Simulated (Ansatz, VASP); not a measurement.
# One calculation of AgI, two programs

POSCAR

```
AgI
1.0
    0.0000000000      3.2820960000      3.2820960000
    3.2820960000      0.0000000000      3.2820960000
    3.2820960000      3.2820960000      0.0000000000
Ag I
1 1
Direct
    0.0000000000      0.0000000000      0.0000000000
    0.7500000000      0.7500000000      0.7500000000
```

Contents of INCAR.step1:

```
SYSTEM = AgI
PREC = Accurate
ENCUT = 550
ISMEAR = 0
SIGMA = 0.02
LREAL = .False.
LASPH = .True.
NELM = 120
GGA = PE
ALGO = Normal
EDIFF = 1E-5
LWAVE = .True.
LCHARG = .False.
GGA_COMPAT = .False.
IBRION = 2
ISIF = 3
EDIFFG = -0.005
NELMIN = 4
NSW = 100
```

The input INCAR.step2:

```
SYSTEM = AgI
PREC = Accurate
ENCUT = 550
EDIFF = 1E-7
ISMEAR = 0
SIGMA = 0.02
LREAL = .False.
LASPH = .True.
NELM = 120
ALGO = Normal
ISIF = 3
LWAVE = .False.
LCHARG = .False.
METAGGA = R2SCAN
LMIXTAU = .True.
IBRION = 2
NSW = 70
EDIFFG = -0.02
ISTART = 1
GGA_COMPAT = .False.
NELMIN = 4
```

The input KPOINTS:

```
regular mesh
0
Gamma
  8 8 8
  0 0 0
```

Input for Ansatz:

```yaml
crystal:
  lattice:
    - [0.0, 3.282096, 3.282096]
    - [3.282096, 0.0, 3.282096]
    - [3.282096, 3.282096, 0.0]
  atoms:
    - { symbol: Ag, position: [0.0, 0.0, 0.0] }
    - { symbol: I, position: [0.75, 0.75, 0.75] }
basis:
  ecutwfc: 500
kpoints:
  mp_grid: { grid: [8, 8, 8] }
hamiltonian:
  xc: r2scan
scf:
  occupations: { method: gaussian, width: 0.02 }
output:
  forces: true
  stress: true
  eigenvalues: true
relax:
  adjacent_minimum: "off"
  f_tol: 0.02
  max_steps: 50
  cell: { stress_tol: 0.1 }
```

Alike in both runs: task relaxation of cell and atoms; functional r2SCAN; k mesh 8 × 8 × 8; occupations gaussian, width 0.02 eV; no spin polarisation.

|  | VASP | Ansatz |
| --- | --- | --- |
| version | VASP 6.6.1 | Ansatz 0.2.0 |
| potentials or method | VASP PAW PBE potentials, release 64 (Ag, I), cutoff 550 eV | scalar-relativistic, plane waves, PAW |
| valence electrons in the cell | 18 | 36 |

```tsv
	VASP	Ansatz	Ansatz less VASP
gap on the k mesh at the Fermi level, each at its own relaxed structure (eV)	1.79	1.82	+0.032
relaxed volume (Å³/atom)	35.36	35.57	+0.210
relaxed cell length with the largest relative difference (Å)	4.642	4.651	+0.0092
```

VASP's potentials were made for PBE, not for r2SCAN. VASP's potentials hold 18 valence electrons a cell and Ansatz's 36, so a difference there can come from the potentials and not from the codes.

Neither program's run includes spin-orbit coupling. Noted on VASP's run: the relaxation stopped at its first step, so nothing moved.
